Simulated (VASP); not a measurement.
Input of a VASP 6.6.1 run:

The input INCAR:

```
PREC = Accurate ; ENCUT = 520
EDIFF = 1E-6 ; ISMEAR = 0
SIGMA = 0.15 ; LREAL = F
LASPH = T ; NELM = 80
ALGO = Normal ; ISIF = 2
LWAVE = F ; LCHARG = F
GGA = PS ; NBANDS = 16
```

File KPOINTS:

```
regular mesh
0
Gamma
  16 16 16
```

Contents of POSCAR:

```
Si2Ni
1.0
    0.0000000000      2.4800484568      2.5878766506
    2.4800484568      0.0000000000      2.5878766506
    2.4800484568      2.4800484568      0.0000000000
Si Ni
2 1
Direct
    0.2500000000      0.2500000000      0.2500000000
    0.7500000000      0.7500000000      0.7500000000
    0.0000000000      0.0000000000      0.0000000000
```

Potentials or basis: VASP PAW PBE potentials, release 64 (Si, Ni).

Launch:

```console
$ cat potpaw_PBE.64/Si/POTCAR potpaw_PBE.64/Ni/POTCAR > POTCAR
$ mpirun -np 1 vasp_std > vasp.out
```

Question: Estimate the band gap on the k mesh.

Answer: Zero (bands 9 and 10 overlap by 2.08 eV).

Question: Predict the pressure.

Answer: 53.4 GPa.

Stress tensor (GPa, compression positive):
```
54.78  0.00  0.00
 0.00 54.78  0.00
 0.00  0.00 50.70
```

Caveat: the cell differs from its parent crystal (strain -0.080 along x and y, -0.040 along z); the cell stands under pressure; the PAW data sets were made with another functional, which shifts forces and pressure a little. Spin polarisation is off, so any magnetic state and its effect on volume and gap are missing.
